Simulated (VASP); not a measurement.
# Ge (Im-3m) in VASP: a series of runs

Ge is run at these levels: PBE; tasks: single point, relaxation of cell and atoms.

Program: VASP 6.6.1. These are calculated values, not measurements. Logs are shortened: lines on timing, memory, paths and dates and some standing lists are left out, and cuts for length are marked.

**1. The cell of the first run**

Symmetry: Im-3m, No. 229, cubic system. Conventional cell: a = 3.382 Å, b = 3.382 Å, c = 3.382 Å, α = 90.00°, β = 90.00°, γ = 90.00°. Ge (site symmetry m-3m) has 14 Ge at 2.93 to 3.38 Å within 3.9 Å.

**2. Single point, PBE**

Contents of INCAR:

```
PREC = Accurate
ENCUT = 520
EDIFF = 1E-7
ISMEAR = -1
SIGMA = 0.1
LREAL = False
LASPH = True
NELM = 100
ALGO = Normal
ISIF = 2
LWAVE = False
LCHARG = False
GGA = PE
NBANDS = 13
```

Contents of KPOINTS:

```
Automatic mesh
0
Gamma
  15 15 15
```

Contents of POSCAR:

```
Ge
1.0
   -1.6907859149      1.6907859149      1.6907859149
    1.6907859149     -1.6907859149      1.6907859149
    1.6907859149      1.6907859149     -1.6907859149
Ge
1
Direct
    0.0000000000      0.0000000000      0.0000000000
```

Potentials or basis: VASP PAW PBE potentials, release 64 (Ge_d).

Started as:

```console
cat potpaw_PBE.64/Ge_d/POTCAR > POTCAR
mpirun -np 1 vasp_std > vasp.out
```

OUTCAR:

```text
PREC = Accurate
   ENCUT = 520
   EDIFF = 1E-7
   ISMEAR = -1
   LREAL = False
   LASPH = True
   NELM = 100
   ISIF = 2
   GGA = PE

 ion  position               nearest neighbor table
   1  0.000  0.000  0.000-

  LATTYP: Found a body centered cubic cell.
 ALAT       =     3.3815718298

  Lattice vectors:

 A1 = (  -1.6907859149,   1.6907859149,   1.6907859149)
 A2 = (   1.6907859149,  -1.6907859149,   1.6907859149)
 A3 = (   1.6907859149,   1.6907859149,  -1.6907859149)

Analysis of symmetry for initial positions (statically):
=====================================================================
 Subroutine PRICEL returns:
 Original cell was already a primitive cell.

 Routine SETGRP: Setting up the symmetry group for a
 body centered cubic supercell.

 Subroutine GETGRP returns: Found 48 space group operations
 (whereof 48 operations were pure point group operations)
 out of a pool of 48 trial point group operations.

The static configuration has the point symmetry O_h .

Analysis of symmetry for dynamics (positions and initial velocities):
=====================================================================
 Subroutine PRICEL returns:
 Original cell was already a primitive cell.

 Routine SETGRP: Setting up the symmetry group for a
 body centered cubic supercell.

 Subroutine GETGRP returns: Found 48 space group operations
 (whereof 48 operations were pure point group operations)
 out of a pool of 48 trial point group operations.

The dynamic configuration has the point symmetry O_h .

 Subroutine INISYM returns: Found 48 space group operations
 (whereof 48 operations are pure point group operations),
 and found     1 'primitive' translations

----------------------------------------------------------------------------------------

                                     Primitive cell

  volume of cell :      19.3342

  direct lattice vectors                    reciprocal lattice vectors
    -1.690785915  1.690785915  1.690785915     0.000000000  0.295720467  0.295720467
     1.690785915 -1.690785915  1.690785915     0.295720467  0.000000000  0.295720467
     1.690785915  1.690785915 -1.690785915     0.295720467  0.295720467  0.000000000

  length of vectors
     2.928527109  2.928527109  2.928527109     0.418211895  0.418211895  0.418211895

  position of ions in fractional coordinates (direct lattice)
[... 76 lines left out ...]
   NELM   =    100;   NELMIN=  2; NELMDL= -5     # of ELM steps
   EDIFF  = 0.1E-06   stopping-criterion for ELM
   LREAL  =      F    real-space projection
   EDIFFG = 0.1E-05   stopping-criterion for IOM
   NSW    =      0    number of steps for IOM
   IBRION =     -1    ionic relax: 0-MD 1-quasi-New 2-CG
   NFREE  =      0    steps in history (QN), initial steepest desc. (CG)
   ISIF   =      2    stress and relaxation
   ISYM   =      2    0-nonsym 1-usesym 2-fastsym
   POTIM  = 0.5000    time-step for ionic-motion
   TEBEG  =    0.0;   TEEND  =   0.0 temperature during run
   PSTRESS=    0.0 pullay stress
   NELECT =      14.0000    total number of electrons
   NUPDOWN=      -1.0000    fix difference up-down
   EMIN   =  10.00;   EMAX   =-10.00  energy-range for DOS
   EFERMI =   0.00;   METHOD = LEGACY
   ISMEAR =    -1;   SIGMA  =   0.10  broadening in eV -4-tet -1-fermi 0-gaus
   EFERMI_NEDOS =   21; number of points for ismear=-14 and -15
   IALGO  =     38    algorithm
   IMIX   =      4    mixing-type and parameters
     AMIX     =   0.40;   BMIX     =  1.00
     AMIX_MAG =   1.60;   BMIX_MAG =  1.00
  volume/ion in A,a.u.               =      19.33       130.47
  Fermi-wavevector in a.u.,A,eV,Ry     =   1.470084  2.778056 29.404200  2.161148
  Thomas-Fermi vector in A             =   2.585384
   LORBIT       =      0    0 simple, 1 ext, 2 COOP (PROOUT), +10 PAW based schemes
   GGA     = PE    functional components
   LHFCALC =     F    Hartree Fock is set to
   AEXX    =    0.0000 exact exchange contribution
   IVDW    =     0    specifies the selected vdW correction
   LEPSILON=     F    determine dielectric tensor
   LRPA    =     F    only Hartree local field effects (RPA)
 non-spin polarized calculation
  energy-cutoff  :      520.00
  volume of cell :       19.33
 maximum number of plane-waves:       539
 NGX is ok and might be reduce to    24
   NGX = 11   NGY = 11   NGZ = 11

 number of electron      13.9999993 magnetization

 Free energy of the ion-electron system (eV)
  ---------------------------------------------------
  ext. energy  EPLUGINS =         0.00000000
  ---------------------------------------------------
  free energy    TOTEN  =        -4.18635401 eV

  energy without entropy =       -4.16701707  energy(sigma->0) =       -4.17668554

 E-fermi :   6.5211     XC(G=0): -11.1806

 val. band max:        6.4736883297   @ k =  -0.4000   0.4667   0.2667
 cond. band min:       6.5212658142   @ k =  -0.4000   0.4000   0.4000
 fundamental gap:      0.0475774845
 Fermi energy:         6.5210814508

 k-point     1 :       0.0000    0.0000    0.0000
  band No.  band energies     occupation
      1     -18.2314      2.00000
      2     -18.2314      2.00000
      3     -18.2314      2.00000
      4     -18.1513      2.00000
      5     -18.1513      2.00000
      6      -6.4341      2.00000
      7      15.4308      0.00000
      8      15.4308      0.00000
      9      15.4308      0.00000
     10      21.2849      0.00000
     11      21.2849      0.00000
     12      21.2849      0.00000
     13      23.3483      0.00000
[... 354 lines left out ...]
  band No.  band energies     occupation
      1     -18.2443      2.00000
      2     -18.2048      2.00000
      3     -18.1635      2.00000
      4     -18.1553      2.00000
      5     -18.1220      2.00000
      6      -0.2842      2.00000
      7       2.1668      2.00000
      8       6.6207      0.53936
      9      11.5597      0.00000
     10      17.8531      0.00000
     11      21.3201      0.00000
     12      23.8679      0.00000
     13      24.2211      0.00000

 [... further k-points ...]
[... 5 lines left out ...]
  --------------------------------------------------------------------------------------
  -------------------------------------------------------------------------------------
  Total       -0.0487843     -0.0487843     -0.0487843      0.0000000      0.0000000      0.0000000
  in kB       -4.0426340     -4.0426340     -4.0426340      0.0000000      0.0000000      0.0000000
  external PRESSURE =      -4.0426340 kB  Pullay stress =       0.0000000 kB

 VOLUME and BASIS-vectors are now :
 -----------------------------------------------------------------------------
  energy-cutoff  :      520.00
  volume of cell :       19.33
      direct lattice vectors                 reciprocal lattice vectors
    -1.690785915  1.690785915  1.690785915     0.000000000  0.295720467  0.295720467
     1.690785915 -1.690785915  1.690785915     0.295720467  0.000000000  0.295720467
     1.690785915  1.690785915 -1.690785915     0.295720467  0.295720467  0.000000000

 POSITION                                       TOTAL-FORCE (eV/Angst)
 -----------------------------------------------------------------------------------
      0.00000      0.00000      0.00000        -0.000000     -0.000000     -0.000000
 -----------------------------------------------------------------------------------
    total drift:                                0.000000      0.000000      0.000000

  FREE ENERGIE OF THE ION-ELECTRON SYSTEM (eV)
  ---------------------------------------------------
  free  energy   TOTEN  =        -4.1863540056 eV

  energy  without entropy=       -4.1670170693  energy(sigma->0) =       -4.17668554
```

It took 32 s on 1 thread of Intel Xeon 8259CL, shared host; peak memory 0.15 GiB.

Results:

```yaml
Free_energy: -4.1864 eV
Pressure: -0.4 GPa
Band_gap_on_the_k_mesh: zero (band 7 reaches 15.43 eV, above the bottom of band 8 at 3.60 eV)
```

**3. Single point, PBE (volume scaled by 1.04)**

Contents of INCAR:

```
  ALGO = Normal
  EDIFF = 1E-6
  ENCUT = 520
  GGA = PE
  ISIF = 2
  ISMEAR = -1
  LASPH = T
  LCHARG = T
  LELF = T
  LREAL = F
  LVHAR = T
  LWAVE = F
  NBANDS = 13
  NELM = 100
  PREC = Accurate
  SIGMA = 0.1
```

Contents of KPOINTS:

```
k-points
0
Gamma
  15 15 15
```

Contents of POSCAR:

```
Ge
1.0
   -1.7130356495      1.7130356495      1.7130356495
    1.7130356495     -1.7130356495      1.7130356495
    1.7130356495      1.7130356495     -1.7130356495
Ge
1
Direct
    0.0000000000      0.0000000000      0.0000000000
```

Potentials or basis: VASP PAW PBE potentials, release 64 (Ge_d).

Started as:

```console
cat potpaw_PBE.64/Ge_d/POTCAR > POTCAR
mpirun -np 1 vasp_std > vasp.out
```

It took 30 s on 1 thread of Intel Xeon 8259CL, shared host; peak memory 0.16 GiB.

Results (log left out):

```
Free energy            : -4.1792 eV
Pressure               : -2.7 GPa
Band gap on the k mesh : zero (band 7 reaches 14.63 eV, above the bottom of band 8 at 3.34 eV)
```

Levels at points of the mesh, in eV from the Fermi level:
| k point | band 4 | band 5 | band 6 | band 7 | band 8 | band 9 | band 10 | band 11 |
| --- | --- | --- | --- | --- | --- | --- | --- | --- |
| (0.00, 0.00, 0.00) | -24.67 | -24.67 | -12.64 | 8.52 | 8.52 | 8.52 | 14.47 | 14.47 |

Caveat: the cell differs from its parent crystal (volume scaled by 1.04).

**4. Single point, PBE (volume scaled by 1.08)**

Contents of INCAR:

```
  PREC = Accurate
  ENCUT = 520
  EDIFF = 1E-6
  ISMEAR = -1
  SIGMA = 0.1
  LREAL = F
  LASPH = T
  NELM = 100
  ALGO = Normal
  ISIF = 2
  LWAVE = F
  LCHARG = F
  GGA = PE
  NBANDS = 13
```

Contents of KPOINTS:

```
Automatic mesh
0
Gamma
  15 15 15
```

Contents of POSCAR:

```
Ge
1.0
   -1.7347219472      1.7347219472      1.7347219472
    1.7347219472     -1.7347219472      1.7347219472
    1.7347219472      1.7347219472     -1.7347219472
Ge
1
Direct
    0.0000000000      0.0000000000      0.0000000000
```

Started as:

```console
cat potpaw_PBE.64/Ge_d/POTCAR > POTCAR
mpirun -np 1 vasp_std > vasp.out
```

It took 30 s on 1 thread of Intel Xeon 8259CL, shared host; peak memory 0.15 GiB.

Results (log left out):

```
Free energy            : -4.1626 eV
Pressure               : -4.4 GPa
Band gap on the k mesh : zero (band 7 reaches 13.90 eV, above the bottom of band 8 at 3.10 eV)
```

Levels at points of the mesh, in eV from the Fermi level:
```
           k point  band 3  band 4  band 5  band 6  band 7  band 8  band 9  band 10  band 11  band 12
(0.00, 0.00, 0.00)  -24.74  -24.67  -24.67  -12.35    8.15    8.15    8.15    14.20    14.20    14.20
```

Caveat: the cell differs from its parent crystal (volume scaled by 1.08).

**5. Single point, PBE (volume scaled by 1.12)**

Contents of INCAR:

```
  PREC = Accurate
  ENCUT = 520
  EDIFF = 1E-6
  ISMEAR = -1
  SIGMA = 0.1
  LREAL = False
  LASPH = True
  NELM = 100
  ALGO = Normal
  ISIF = 2
  LWAVE = False
  LCHARG = True
  GGA = PE
  LELF = True
  LVHAR = True
  NBANDS = 13
```

Contents of KPOINTS:

```
regular mesh
0
Gamma
  15 15 15
```

Contents of POSCAR:

```
Ge
1.0
   -1.7558791781      1.7558791781      1.7558791781
    1.7558791781     -1.7558791781      1.7558791781
    1.7558791781      1.7558791781     -1.7558791781
Ge
1
Direct
    0.0000000000      0.0000000000      0.0000000000
```

Potentials or basis: VASP PAW PBE potentials, release 64 (Ge_d).

Started as:

```console
cat potpaw_PBE.64/Ge_d/POTCAR > POTCAR
mpirun -np 1 vasp_std > vasp.out
```

OUTCAR:

```text
PREC = Accurate
   ENCUT = 520
   EDIFF = 1E-6
   ISMEAR = -1
   LREAL = False
   LASPH = True
   NELM = 100
   ISIF = 2
   GGA = PE

 ion  position               nearest neighbor table
   1  0.000  0.000  0.000-

  LATTYP: Found a body centered cubic cell.
 ALAT       =     3.5117583562

  Lattice vectors:

 A1 = (  -1.7558791781,   1.7558791781,   1.7558791781)
 A2 = (   1.7558791781,  -1.7558791781,   1.7558791781)
[... 551 lines left out ...]
      2     -19.3232      2.00000
      3     -19.2960      2.00000
      4     -19.2903      2.00000
      5     -19.2663      2.00000
      6      -1.3870      2.00000
      7       1.5747      2.00000
      8       5.5364      0.37714
      9      10.0171      0.00000
     10      15.9088      0.00000
     11      19.0815      0.00000
     12      21.7307      0.00000
     13      22.0376      0.00000

 [... further k-points ...]
[... 5 lines left out ...]
  --------------------------------------------------------------------------------------
  -------------------------------------------------------------------------------------
  Total       -0.7907488     -0.7907488     -0.7907488     -0.0000000     -0.0000000     -0.0000000
  in kB      -58.5066532    -58.5066532    -58.5066532     -0.0000000     -0.0000000     -0.0000000
  external PRESSURE =     -58.5066532 kB  Pullay stress =       0.0000000 kB

 VOLUME and BASIS-vectors are now :
 -----------------------------------------------------------------------------
  energy-cutoff  :      520.00
  volume of cell :       21.65
      direct lattice vectors                 reciprocal lattice vectors
    -1.755879178  1.755879178  1.755879178     0.000000000  0.284757634  0.284757634
     1.755879178 -1.755879178  1.755879178     0.284757634  0.000000000  0.284757634
     1.755879178  1.755879178 -1.755879178     0.284757634  0.284757634  0.000000000

 POSITION                                       TOTAL-FORCE (eV/Angst)
 -----------------------------------------------------------------------------------
      0.00000      0.00000      0.00000         0.000000      0.000000      0.000000
 -----------------------------------------------------------------------------------
    total drift:                                0.000000      0.000000      0.000000

  FREE ENERGIE OF THE ION-ELECTRON SYSTEM (eV)
  ---------------------------------------------------
  free  energy   TOTEN  =        -4.1383912719 eV

  energy  without entropy=       -4.1172276698  energy(sigma->0) =       -4.12780947
```

stdout:

```text
POSCAR found type information on POSCAR Ge
 POSCAR found :  1 types and       1 ions
 scaLAPACK will be used
 LDA part: xc-table for (Slater+PW92), standard interpolation
 POSCAR, INCAR and KPOINTS ok, starting setup
 FFT: planning ... GRIDC
 FFT: planning ... GRID_SOFT
 FFT: planning ... GRID
 WAVECAR not read
 entering main loop
```

Wall time 31 s (1 thread of Intel Xeon 8259CL, shared host); peak memory 0.16 GiB.

Results:

| Quantity | Value |
| --- | --- |
| Free energy | -4.1384 eV |
| Pressure | -5.9 GPa |
| Band gap on the k mesh | zero (band 7 reaches 13.21 eV, above the bottom of band 8 at 2.87 eV) |

Caveat: the cell differs from its parent crystal (volume scaled by 1.12).

**6. Relaxation of cell and atoms, PBE**

This run uses another cell than the first one, of 19.24 Å³/atom, 0.995 times its volume.

Contents of INCAR:

```
  ALGO = Normal
  EDIFF = 1E-7
  EDIFFG = -0.01
  ENCUT = 600
  GGA = PE
  IBRION = 2
  ISIF = 3
  ISMEAR = -1
  LASPH = True
  LCHARG = False
  LREAL = False
  LWAVE = False
  NELM = 60
  NSW = 80
  PREC = Accurate
  SIGMA = 0.1
```

Contents of KPOINTS:

```
k-points
0
Gamma
  13 13 13
```

Contents of POSCAR:

```
Ge
1.0
   -1.6879910177      1.6879910177      1.6879910177
    1.6879910177     -1.6879910177      1.6879910177
    1.6879910177      1.6879910177     -1.6879910177
Ge
1
Direct
    0.0000000000      0.0000000000      0.0000000000
```

Potentials or basis: VASP PAW PBE potentials, release 64 (Ge_d).

Started as:

```console
cat potpaw_PBE.64/Ge_d/POTCAR > POTCAR
mpirun -np 1 vasp_std > vasp.out
```

Wall time 35 s (1 thread of Intel Xeon 8259CL, shared host); peak memory 0.15 GiB.

The run converged. Its results:

| Quantity | Value |
| --- | --- |
| Free energy | -4.1873 eV |
| Relaxed volume | 19.36 Å³/atom |
| Relaxed cell | a = 2.930 Å, b = 2.930 Å, c = 2.930 Å, α = 109.47°, β = 109.47°, γ = 109.47° |
| Space group after relaxing (to 0.05 Å) | Im-3m (No. 229) |
| Energy gained by relaxing | 0.1 meV/atom |
| Ionic steps | 2 |
| Pressure after relaxing | 0.0 GPa |
| Band gap on the k mesh | zero (band 7 reaches 15.40 eV, above the bottom of band 8 at 3.72 eV) |

Step by step:
| step | energy change (eV) | largest force (eV/Å) | pressure (GPa) | volume (Å³) |
| --- | --- | --- | --- | --- |
| 1 | 0.0000 | 0.0000 | 0.38 | 19.24 |
| 2 | -0.0001 | 0.0000 | -0.03 | 19.36 |

Final structure:
```
CELL_PARAMETERS angstrom
-1.69167 1.69167 1.69167
1.69167 -1.69167 1.69167
1.69167 1.69167 -1.69167
ATOMIC_POSITIONS crystal
Ge 0.00000 0.00000 0.00000
```

Levels at points of the mesh, in eV from the Fermi level:
```csv
k point,band 5,band 6,band 7,band 8,band 9,band 10
"(0.00, 0.00, 0.00)",-24.63,-12.91,8.92,8.92,8.92,14.78
```

**7. Overview**

```csv
task,cell,k mesh,cutoff (eV),gap on the mesh (eV),pressure (GPa)
single point,"a = 2.929 Å, angles 109.5°, 1 atom",15 × 15 × 15,520,none,-0.4
single point,"a = 2.967 Å, angles 109.5°, 1 atom",15 × 15 × 15,520,none,-2.7
single point,"a = 3.005 Å, angles 109.5°, 1 atom",15 × 15 × 15,520,none,-4.4
single point,"a = 3.041 Å, angles 109.5°, 1 atom",15 × 15 × 15,520,none,-5.9
relaxation of cell and atoms,"relaxed from a = 2.924 Å, angles 109.5°, 1 atom",13 × 13 × 13,600,none,0.0
```

Alike in all rows: level PBE; potentials or basis VASP PAW PBE potentials, release 64 (Ge_d); no spin polarisation; smearing fermi-dirac 0.1 eV.

Total energies depend on the potentials used, so only differences within one code and one set of settings carry meaning.
